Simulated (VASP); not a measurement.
# BaS (P6_3/mmc) in VASP: settings compared, part 2 of 2

VASP 6.6.1. The steps go on from the part before.

**4. Single point, r2SCAN (volume changed by -3%)**

Input file POSCAR:

```
BaS
1.0
    4.3973163293      0.0000000000      0.0000000000
   -2.1986581647      3.8081876496      0.0000000000
    0.0000000000      0.0000000000      7.7107740775
Ba S
2 2
Direct
    0.0000000000      0.0000000000      0.0000000000
    0.0000000000      0.0000000000      0.5000000000
    0.3333333333      0.6666666667      0.2500000000
    0.6666666667      0.3333333333      0.7500000000
```

Input file INCAR.step1:

```
PREC = Accurate ; ENCUT = 520
ISMEAR = 0 ; SIGMA = 0.01
LREAL = False ; LASPH = True
NELM = 80 ; NBANDS = 24
GGA = PE ; ALGO = Normal
EDIFF = 1E-4 ; LWAVE = True
LCHARG = False
```

Input file INCAR.step2:

```
PREC = Accurate ; ENCUT = 520
EDIFF = 1E-6 ; ISMEAR = 0
SIGMA = 0.01 ; LREAL = False
LASPH = True ; NELM = 80
ALGO = Normal ; ISIF = 2
LWAVE = False ; LCHARG = False
METAGGA = R2SCAN ; LMIXTAU = True
NBANDS = 24 ; ISTART = 1
```

Input file KPOINTS:

```
regular mesh
0
Gamma
  6 6 4
```

Potentials or basis: VASP PAW PBE potentials, release 64 (Ba_sv, S).

Run with:

```
$ cat potpaw_PBE.64/Ba_sv/POTCAR potpaw_PBE.64/S/POTCAR > POTCAR
$ cp INCAR.step1 INCAR
$ mpirun -np 1 vasp_std > vasp.out
$ cp INCAR.step2 INCAR
$ mpirun -np 1 vasp_std > vasp.out
```

OUTCAR:

```text
PREC = Accurate
   ENCUT = 520
   EDIFF = 1E-6
   ISMEAR = 0
   LREAL = False
   LASPH = True
   NELM = 80
   ISIF = 2
   METAGGA = R2SCAN
   ISTART = 1

 ion  position               nearest neighbor table
   1  0.000  0.000  0.000-   3 3.19   4 3.19   3 3.19   4 3.19   4 3.19   3 3.19   2 3.86   2 3.86

   2  0.000  0.000  0.500-   3 3.19   4 3.19   3 3.19   4 3.19   4 3.19   3 3.19   1 3.86   1 3.86

   3  0.333  0.667  0.250-   1 3.19   2 3.19   1 3.19   2 3.19   1 3.19   2 3.19
[... 764 lines left out ...]

  FORCE on cell =-STRESS in cart. coord.  units (eV):
  Direction    XX          YY          ZZ          XY          YZ          ZX
  --------------------------------------------------------------------------------------
  -------------------------------------------------------------------------------------
  Total        1.5936986      1.5936986      1.8604546     -0.0000000      0.0000000     -0.0000000
  in kB       19.7748288     19.7748288     23.0847736     -0.0000000      0.0000000     -0.0000000
  external PRESSURE =      20.8781438 kB  Pullay stress =       0.0000000 kB

 VOLUME and BASIS-vectors are now :
 -----------------------------------------------------------------------------
  energy-cutoff  :      520.00
  volume of cell :      129.12
      direct lattice vectors                 reciprocal lattice vectors
     4.397316329  0.000000000  0.000000000     0.227411431  0.131296051  0.000000000
    -2.198658165  3.808187650  0.000000000     0.000000000  0.262592102  0.000000000
     0.000000000  0.000000000  7.710774077     0.000000000  0.000000000  0.129688665

 POSITION                                       TOTAL-FORCE (eV/Angst)
 -----------------------------------------------------------------------------------
      0.00000      0.00000      0.00000         0.000000      0.000000     -0.000000
      0.00000      0.00000      3.85539         0.000000      0.000000     -0.000000
     -0.00000      2.53879      1.92769         0.000000      0.000000      0.000000
      2.19866      1.26940      5.78308        -0.000000     -0.000000      0.000000
 -----------------------------------------------------------------------------------
    total drift:                               -0.000000      0.000000     -0.000000

  FREE ENERGIE OF THE ION-ELECTRON SYSTEM (eV)
  ---------------------------------------------------
  free  energy   TOTEN  =       -77.9506808346 eV

  energy  without entropy=      -77.9506808346  energy(sigma->0) =      -77.95068083
```

OUTCAR.step1:

```text
PREC = Accurate
   ENCUT = 520
   ISMEAR = 0
   LREAL = False
   LASPH = True
[... 794 lines left out ...]
      0.00000      0.00000      0.00000        -0.000000      0.000000      0.000000
      0.00000      0.00000      3.85539        -0.000000      0.000000      0.000000
     -0.00000      2.53879      1.92769        -0.000000      0.000000      0.000000
      2.19866      1.26940      5.78308         0.000000     -0.000000      0.000000
 -----------------------------------------------------------------------------------
    total drift:                               -0.000000      0.000000     -0.000000

  FREE ENERGIE OF THE ION-ELECTRON SYSTEM (eV)
  ---------------------------------------------------
  free  energy   TOTEN  =       -19.9324693979 eV

  energy  without entropy=      -19.9324693979  energy(sigma->0) =      -19.93246940
```

Wall time 1.8 min (1 thread of Intel Xeon 6975P-C (Granite Rapids), shared host); peak memory 0.32 GiB.

Results:

```
Free energy            : -77.9507 eV
Pressure               : 2.1 GPa
Band gap on the k mesh : 2.68 eV, indirect (least direct gap 2.69 eV)
```

Caveat: the cell differs from its parent crystal (volume changed by -3%); the PAW data sets were made with another functional, which shifts forces and pressure a little; spin-orbit coupling is left out, which moves the levels of the heavy elements.

**5. Single point, r2SCAN**

This run uses another cell than the first one, of 33.28 Å³/atom, 0.940 times its volume.

Input file POSCAR:

```
BaS
1.0
    4.4421900034      0.0000000000      0.0000000000
   -2.2210950017      3.8470493913      0.0000000000
    0.0000000000      0.0000000000      7.7894608803
Ba S
2 2
Direct
    0.0000000000      0.0000000000      0.0000000000
    0.0000000000      0.0000000000      0.5000000000
    0.3333333333      0.6666666667      0.2500000000
    0.6666666667      0.3333333333      0.7500000000
```

Input file INCAR.step1:

```
SYSTEM = BaS
  PREC = Accurate
  ENCUT = 520
  ISMEAR = 0
  SIGMA = 0.01
  LREAL = .False.
  LASPH = .True.
  NELM = 60
  NBANDS = 24
  GGA = PE
  ALGO = Normal
  EDIFF = 1E-4
  LWAVE = .True.
  LCHARG = .False.
```

Input file INCAR.step2:

```
SYSTEM = BaS
  PREC = Accurate
  ENCUT = 520
  EDIFF = 1E-6
  ISMEAR = 0
  SIGMA = 0.01
  LREAL = .False.
  LASPH = .True.
  NELM = 60
  ALGO = Normal
  ISIF = 2
  LWAVE = .False.
  LCHARG = .False.
  METAGGA = R2SCAN
  LMIXTAU = .True.
  NBANDS = 24
  ISTART = 1
```

Input file KPOINTS:

```
regular mesh
0
Gamma
  6 6 4
  0 0 0
```

Run with:

```
$ cat potpaw_PBE.64/Ba_sv/POTCAR potpaw_PBE.64/S/POTCAR > POTCAR
$ cp INCAR.step1 INCAR
$ mpirun -np 1 vasp_std > vasp.out
$ cp INCAR.step2 INCAR
$ mpirun -np 1 vasp_std > vasp.out
```

It took 1.7 min on 1 thread of Intel Xeon 6975P-C (Granite Rapids), shared host; peak memory 0.32 GiB.

It converged, with:

```yaml
Free_energy: -77.9843 eV
Pressure: 0.6 GPa
Band_gap_on_the_k_mesh: 2.71 eV, indirect (the least direct gap lies 4.9 meV higher)
```

Stress tensor (GPa, compression positive):
```
0.56 0.00 0.00
0.00 0.56 0.00
0.00 0.00 0.72
```

Levels at points of the mesh, in eV from the valence-band top:
```csv
k point,band 14,band 15,band 16,band 17,band 18,band 19
"(0.00, 0.00, 0.00)",-0.17,0.00,0.00,2.71,4.16,4.51
"(0.50, 0.00, 0.00)",-0.60,-0.36,-0.15,2.71,4.37,5.91
"(0.00, 0.00, 0.50)",-0.53,-0.53,-0.53,4.35,4.35,5.16
"(0.50, 0.00, 0.50)",-0.83,-0.63,-0.63,3.72,3.72,6.27
```

Caveat: the PAW data sets were made with another functional, which shifts forces and pressure a little; spin-orbit coupling is left out, which moves the levels of the heavy elements. A k mesh can miss the band edges.

**6. Single point, r2SCAN (volume changed by +3%)**

Input file POSCAR:

```
BaS
1.0
    4.4861749432      0.0000000000      0.0000000000
   -2.2430874716      3.8851414666      0.0000000000
    0.0000000000      0.0000000000      7.8665892714
Ba S
2 2
Direct
    0.0000000000      0.0000000000      0.0000000000
    0.0000000000      0.0000000000      0.5000000000
    0.3333333333      0.6666666667      0.2500000000
    0.6666666667      0.3333333333      0.7500000000
```

Input file INCAR.step1:

```
SYSTEM = BaS
PREC = Accurate ; ENCUT = 520
ISMEAR = 0 ; SIGMA = 0.01
LREAL = .False. ; LASPH = .True.
NELM = 100 ; NBANDS = 24
GGA = PE ; ALGO = Normal
EDIFF = 1E-4 ; LWAVE = .True.
LCHARG = .False.
```

Input file INCAR.step2:

```
SYSTEM = BaS
PREC = Accurate ; ENCUT = 520
EDIFF = 1E-6 ; ISMEAR = 0
SIGMA = 0.01 ; LREAL = .False.
LASPH = .True. ; NELM = 100
ALGO = Normal ; ISIF = 2
LWAVE = .False. ; LCHARG = .False.
METAGGA = R2SCAN ; LMIXTAU = .True.
NBANDS = 24 ; ISTART = 1
```

Input file KPOINTS:

```
Automatic mesh
0
Gamma
  6 6 4
  0 0 0
```

Potentials or basis: VASP PAW PBE potentials, release 64 (Ba_sv, S).

Run with:

```
$ cat potpaw_PBE.64/Ba_sv/POTCAR potpaw_PBE.64/S/POTCAR > POTCAR
$ cp INCAR.step1 INCAR
$ mpirun -np 1 vasp_std > vasp.out
$ cp INCAR.step2 INCAR
$ mpirun -np 1 vasp_std > vasp.out
```

Wall time 1.7 min (1 thread of Intel Xeon 6975P-C (Granite Rapids), shared host); peak memory 0.32 GiB.

Results (log left out):

| Quantity | Value |
| --- | --- |
| Free energy | -77.9840 eV |
| Pressure | -0.6 GPa |
| Band gap on the k mesh | 2.73 eV, indirect (the least direct gap lies 1.2 meV higher) |

Levels at points of the mesh, in eV from the valence-band top:
| k point | band 14 | band 15 | band 16 | band 17 | band 18 | band 19 |
| --- | --- | --- | --- | --- | --- | --- |
| (0.00, 0.00, 0.00) | -0.17 | 0.00 | 0.00 | 2.73 | 4.01 | 4.49 |
| (0.50, 0.00, 0.00) | -0.61 | -0.39 | -0.16 | 2.73 | 4.34 | 5.79 |
| (0.00, 0.00, 0.50) | -0.50 | -0.50 | -0.50 | 4.32 | 4.32 | 5.11 |
| (0.50, 0.00, 0.50) | -0.81 | -0.61 | -0.61 | 3.70 | 3.70 | 6.14 |

Caveat: the cell differs from its parent crystal (volume changed by +3%); the PAW data sets were made with another functional, which shifts forces and pressure a little; spin-orbit coupling is left out, which moves the levels of the heavy elements. A k mesh can miss the band edges.

**7. Single point, r2SCAN (volume changed by +6%)**

Input file POSCAR:

```
BaS
1.0
    4.5293138871      0.0000000000      0.0000000000
   -2.2646569436      3.9225008879      0.0000000000
    0.0000000000      0.0000000000      7.9422341933
Ba S
2 2
Direct
    0.0000000000      0.0000000000      0.0000000000
    0.0000000000      0.0000000000      0.5000000000
    0.3333333333      0.6666666667      0.2500000000
    0.6666666667      0.3333333333      0.7500000000
```

Input file INCAR.step1:

```
SYSTEM = BaS
  PREC = Accurate
  ENCUT = 520
  ISMEAR = 0
  SIGMA = 0.01
  LREAL = .False.
  LASPH = .True.
  NELM = 60
  NBANDS = 24
  GGA = PE
  ALGO = Normal
  EDIFF = 1E-4
  LWAVE = .True.
  LCHARG = .False.
```

Input file INCAR.step2:

```
SYSTEM = BaS
  PREC = Accurate
  ENCUT = 520
  EDIFF = 1E-6
  ISMEAR = 0
  SIGMA = 0.01
  LREAL = .False.
  LASPH = .True.
  NELM = 60
  ALGO = Normal
  ISIF = 2
  LWAVE = .False.
  LCHARG = .False.
  METAGGA = R2SCAN
  LMIXTAU = .True.
  NBANDS = 24
  ISTART = 1
```

KPOINTS is that of step 6.

Potentials or basis: VASP PAW PBE potentials, release 64 (Ba_sv, S).

Run with:

```
$ cat potpaw_PBE.64/Ba_sv/POTCAR potpaw_PBE.64/S/POTCAR > POTCAR
$ cp INCAR.step1 INCAR
$ mpirun -np 1 vasp_std > vasp.out
$ cp INCAR.step2 INCAR
$ mpirun -np 1 vasp_std > vasp.out
```

OUTCAR:

```text
SYSTEM = BaS
   PREC = Accurate
   ENCUT = 520
   EDIFF = 1E-6
   ISMEAR = 0
   LREAL = .False.
   LASPH = .True.
   NELM = 60
   ISIF = 2
   METAGGA = R2SCAN
   ISTART = 1

 ion  position               nearest neighbor table
   1  0.000  0.000  0.000-   3 3.28   4 3.28   3 3.28   4 3.28   4 3.28   3 3.28   2 3.97   2 3.97

   2  0.000  0.000  0.500-   3 3.28   4 3.28   3 3.28   4 3.28   4 3.28   3 3.28   1 3.97   1 3.97

   3  0.333  0.667  0.250-   1 3.28   2 3.28   1 3.28   2 3.28   1 3.28   2 3.28
   4  0.667  0.333  0.750-   1 3.28   2 3.28   1 3.28   2 3.28   1 3.28   2 3.28

  LATTYP: Found a hexagonal cell.
 ALAT       =     4.5293138871
 C/A-ratio  =     1.7535181688

  Lattice vectors:

 A1 = (   4.5293138871,   0.0000000000,   0.0000000000)
 A2 = (  -2.2646569436,   3.9225008879,   0.0000000000)
 A3 = (   0.0000000000,   0.0000000000,   7.9422341933)

Analysis of symmetry for initial positions (statically):
=====================================================================
 Subroutine PRICEL returns:
[... 171 lines left out ...]

  energy without entropy =      -77.95464466  energy(sigma->0) =      -77.95464466

 E-fermi :   1.0051     XC(G=0):  -8.7217

 val. band max:        0.9274277941   @ k =   0.0000   0.0000   0.0000
 cond. band min:       3.6732175968   @ k =   0.0000   0.0000   0.0000
 fundamental gap:      2.7457898027
 Fermi energy:         1.0051426414

 k-point     1 :       0.0000    0.0000    0.0000
  band No.  band energies     occupation
      1     -26.4308      2.00000
      2     -26.3684      2.00000
      3     -12.0828      2.00000
      4     -11.0708      2.00000
      5     -11.0707      2.00000
      6     -10.9782      2.00000
[... 556 lines left out ...]
     23       7.3301      0.00000
     24       7.3301      0.00000

------------------------ aborting loop because EDIFF is reached ----------------------------------------

  FORCE on cell =-STRESS in cart. coord.  units (eV):
  Direction    XX          YY          ZZ          XY          YZ          ZX
  --------------------------------------------------------------------------------------
  -------------------------------------------------------------------------------------
  Total       -1.4786959     -1.4786959     -1.5789700      0.0000000      0.0000000      0.0000000
  in kB      -16.7900228    -16.7900228    -17.9285970      0.0000000      0.0000000      0.0000000
  external PRESSURE =     -17.1695476 kB  Pullay stress =       0.0000000 kB

 VOLUME and BASIS-vectors are now :
 -----------------------------------------------------------------------------
  energy-cutoff  :      520.00
  volume of cell :      141.10
      direct lattice vectors                 reciprocal lattice vectors
     4.529313887  0.000000000  0.000000000     0.220783992  0.127469697  0.000000000
    -2.264656944  3.922500888  0.000000000     0.000000000  0.254939394  0.000000000
     0.000000000  0.000000000  7.942234193     0.000000000  0.000000000  0.125909155

 POSITION                                       TOTAL-FORCE (eV/Angst)
 -----------------------------------------------------------------------------------
      0.00000      0.00000      0.00000        -0.000000      0.000000     -0.000000
      0.00000      0.00000      3.97112        -0.000000      0.000000     -0.000000
     -0.00000      2.61500      1.98556         0.000000     -0.000000      0.000000
      2.26466      1.30750      5.95668         0.000000      0.000000      0.000000
 -----------------------------------------------------------------------------------
    total drift:                               -0.000000      0.000000     -0.000000

  FREE ENERGIE OF THE ION-ELECTRON SYSTEM (eV)
  ---------------------------------------------------
  free  energy   TOTEN  =       -77.9546446640 eV

  energy  without entropy=      -77.9546446640  energy(sigma->0) =      -77.95464466
```

It took 1.8 min on 1 thread of Intel Xeon 6975P-C (Granite Rapids), shared host; peak memory 0.32 GiB.

Results:

| Quantity | Value |
| --- | --- |
| Free energy | -77.9546 eV |
| Pressure | -1.7 GPa |
| Band gap on the k mesh | 2.75 eV, direct |

Stress tensor (GPa, compression positive):
```
-1.68  0.00  0.00
 0.00 -1.68  0.00
 0.00  0.00 -1.79
```

Levels at points of the mesh, in eV from the valence-band top:
| k point | band 12 | band 13 | band 14 | band 15 | band 16 | band 17 | band 18 | band 19 | band 20 | band 21 |
| --- | --- | --- | --- | --- | --- | --- | --- | --- | --- | --- |
| (0.00, 0.00, 0.00) | -0.85 | -0.85 | -0.18 | 0.00 | 0.00 | 2.75 | 3.87 | 4.47 | 4.47 | 4.60 |
| (0.50, 0.00, 0.00) | -1.27 | -0.97 | -0.62 | -0.41 | -0.17 | 2.75 | 4.30 | 5.67 | 6.05 | 6.34 |
| (0.00, 0.00, 0.50) | -1.14 | -0.47 | -0.47 | -0.47 | -0.47 | 4.28 | 4.28 | 5.06 | 5.06 | 5.06 |
| (0.50, 0.00, 0.50) | -1.28 | -0.78 | -0.78 | -0.59 | -0.59 | 3.68 | 3.68 | 6.01 | 6.01 | 6.64 |

Caveat: the cell differs from its parent crystal (volume changed by +6%); the PAW data sets were made with another functional, which shifts forces and pressure a little; spin-orbit coupling is left out, which moves the levels of the heavy elements.

**8. Overview**

```csv
level,cell,gap on the mesh (eV),pressure (GPa)
PBE,"a = 4.534, b = 4.534, c = 7.957 Å, angles 90.0, 90.0, 120.0°, 4 atoms",2.35,-1.6
r2SCAN,"a = 4.352, b = 4.352, c = 7.630 Å, angles 90.0, 90.0, 120.0°, 4 atoms",2.64,3.8
r2SCAN,"a = 4.397, b = 4.397, c = 7.711 Å, angles 90.0, 90.0, 120.0°, 4 atoms",2.68,2.1
r2SCAN,"a = 4.442, b = 4.442, c = 7.789 Å, angles 90.0, 90.0, 120.0°, 4 atoms",2.71,0.6
r2SCAN,"a = 4.486, b = 4.486, c = 7.867 Å, angles 90.0, 90.0, 120.0°, 4 atoms",2.73,-0.6
r2SCAN,"a = 4.529, b = 4.529, c = 7.942 Å, angles 90.0, 90.0, 120.0°, 4 atoms",2.75,-1.7
```

Alike in all rows: task single point; potentials or basis VASP PAW PBE potentials, release 64 (Ba_sv, S); no spin polarisation; k mesh 6 × 6 × 4; cutoff (eV) 520; smearing gaussian 0.01 eV.

Caveats: spin-orbit coupling is left out, which moves the levels of the heavy elements; the PAW data sets were made with another functional, which shifts forces and pressure a little (some runs).

Total energies depend on the potentials used, so only differences within one code and one set of settings carry meaning.
